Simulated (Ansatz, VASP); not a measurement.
One calculation of AgC2, two programs

```xyz
3
Lattice="0.0000 2.7764 2.7764 2.7764 0.0000 2.7764 2.7764 2.7764 0.0000" Properties=species:S:1:pos:R:3 pbc="T T T"
Ag    0.0000    0.0000    0.0000
C     1.3882    1.3882    1.3882
C     4.1646    4.1646    4.1646
```

Change from the starting cell: species swapped into the ZrO2 type (Fm-3m, No. 225).

Alike in both runs: task relaxation of cell and atoms; functional PBE; k mesh 6 × 6 × 6; occupations gaussian, width 0.2 eV; no spin polarisation.

```csv
,VASP,Ansatz
version,VASP 6.6.1,Ansatz 0.2.0
potentials or method,"VASP PAW PBE potentials, release 64 (Ag, C), cutoff 600 eV","scalar-relativistic, plane waves, PAW"
valence electrons in the cell,19,27
```

```csv
,VASP,Ansatz,Ansatz less VASP
"gap on the k mesh at the Fermi level, each at its own relaxed structure (eV)",none,none,-
relaxed volume (Å³/atom),11.69,11.71,+0.025
relaxed cell length with the largest relative difference (Å),3.674,3.676,+0.0026
```

A gap of «none» marks a metal or a gap that the smearing closes. VASP's potentials hold 19 valence electrons a cell and Ansatz's 27, so a difference there can come from the potentials and not from the codes.

Noted on VASP's run: the volume moved by over 15 % at a fixed basis, so the end points are rough.
